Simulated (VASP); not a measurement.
A run of VASP 6.6.1:

INCAR

```
SYSTEM = Ta
PREC = Accurate
ENCUT = 520
EDIFF = 1E-6
ISMEAR = -1
SIGMA = 0.08
LREAL = .False.
LASPH = .True.
NELM = 60
ALGO = Normal
ISIF = 2
LWAVE = .False.
LCHARG = .False.
GGA = PE
NBANDS = 12
```

File KPOINTS:

```
Automatic mesh
0
Gamma
  17 17 17
  0 0 0
```

POSCAR

```
Ta
1.0
   -1.6677928000      1.6677928000      1.6512800000
    1.6677928000     -1.6677928000      1.6512800000
    1.6677928000      1.6677928000     -1.6512800000
Ta
1
Direct
    0.0000000000      0.0000000000      0.0000000000
```

Potentials or basis: VASP PAW PBE potentials, release 64 (Ta_pv).

Launch:

```sh
$ cat potpaw_PBE.64/Ta_pv/POTCAR > POTCAR
$ mpirun -np 1 vasp_std > vasp.out
```

Hardware: 1 thread of Intel(R) Xeon(R) Platinum 8488C (Sapphire Rapids) (shared host).

How long does it take, and how much memory?

Wall time 27 s on 1 thread of Intel(R) Xeon(R) Platinum 8488C (Sapphire Rapids) (shared host), peak memory 0.21 GiB. Counts: scf iterations 11, k points 405.
